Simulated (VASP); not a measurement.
Input of a VASP 6.6.1 run:

Contents of INCAR:

```
SYSTEM = HfZrS4
PREC     = Accurate       ! precision mode
ENCUT    = 520            ! plane-wave cutoff, eV
EDIFF    = 1E-7           ! SCF threshold, eV
ISMEAR   = 0              ! smearing method
SIGMA    = 0.1            ! smearing width, eV
LREAL    = .False.        ! projectors in reciprocal space
LASPH    = .True.         ! aspherical terms in the spheres
NELM     = 100            ! most SCF steps
ALGO     = Normal         ! electronic algorithm
ISIF     = 2              ! what is computed and relaxed
LWAVE    = .False.        ! write WAVECAR
LCHARG   = .False.        ! write CHGCAR
GGA      = PE             ! functional
NBANDS   = 32             ! bands
```

File KPOINTS:

```
regular mesh
0
Gamma
  6 6 2
  0 0 0
```

Contents of POSCAR:

```
HfZrS4
1.0
    3.5688148600      0.0000000000      0.0000000000
   -1.7844074300      3.0906843300      0.0000000000
    0.0000000000      0.0000000000     11.8753710700
Zr Hf S
1 1 4
Direct
    0.0000000000      0.0000000000      0.0000000000
    0.0000000000      0.0000000000      0.5000000000
    0.6666666700      0.3333333300      0.3819760400
    0.6666666700      0.3333333300      0.8819760400
    0.3333333300      0.6666666700      0.1180239600
    0.3333333300      0.6666666700      0.6180239600
```

Potentials or basis: VASP PAW PBE potentials, release 64 (Zr_sv, Hf_pv, S).

Command:

```bash
$ cat potpaw_PBE.64/Zr_sv/POTCAR potpaw_PBE.64/Hf_pv/POTCAR potpaw_PBE.64/S/POTCAR > POTCAR
$ mpirun -np 1 vasp_std > vasp.out
```

Q: Estimate the band gap on the k mesh.

A: 1.02 eV (least direct gap 1.65 eV).

Q: What does it give for the pressure?

A: 9.2 GPa.

Q: What does it give for the largest force?

A: 1.214 eV/Å.

Forces in eV/Å, atoms in the order of the input:
```
Zr   0.000  0.000  0.000
Hf   0.000  0.000  0.000
S    0.000  0.000 -0.933
S    0.000  0.000 -1.214
S    0.000  0.000  1.214
S    0.000  0.000  0.933
```

Caveat: the cell stands under pressure; spin-orbit coupling is left out, which moves the levels of the heavy elements; this functional lacks dispersion, which binds the layers, so the pressure and a relaxed spacing across them are unreliable; forces of over 1 eV/Å act on the atoms, so gaps and moduli don't describe the material at rest. A k mesh can miss the band edges.
